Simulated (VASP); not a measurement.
Input of a VASP 6.6.1 run:

INCAR

```
PREC = Accurate
ENCUT = 520
EDIFF = 1E-6
ISMEAR = 0
SIGMA = 0.1
LREAL = False
LASPH = True
NELM = 80
ALGO = Normal
ISIF = 2
LWAVE = False
LCHARG = False
GGA = PE
NBANDS = 45
```

File KPOINTS:

```
regular mesh
0
Gamma
  4 4 4
```

File POSCAR:

```
Hf3N
1.0
    0.0000000000      4.3955386327      4.3955386327
    4.3955386327      0.0000000000      4.3955386327
    4.3955386327      4.3955386327      0.0000000000
Hf N
6 2
Direct
    0.7499906357      0.2500093643      0.7499906357
    0.2500093643      0.2500093643      0.7499906357
    0.2500093643      0.7499906357      0.2500093643
    0.2500093643      0.7499906357      0.7499906357
    0.7499906357      0.2500093643      0.2500093643
    0.7499906357      0.7499906357      0.2500093643
    0.5000000000      0.5000000000      0.5000000000
    0.0000000000      0.0000000000      0.0000000000
```

Potentials or basis: VASP PAW PBE potentials, release 64 (Hf_pv, N).

Command:

```bash
$ cat potpaw_PBE.64/Hf_pv/POTCAR potpaw_PBE.64/N/POTCAR > POTCAR
$ mpirun -np 1 vasp_std > vasp.out
```

Problem. Predict the band gap on the k mesh.

Solution. Zero (band 35 reaches 3.98 eV, above the bottom of band 36 at 3.58 eV).

Problem. Predict the pressure.

Solution. -0.8 GPa.

Caveat: spin-orbit coupling is left out, which moves the levels of the heavy elements.
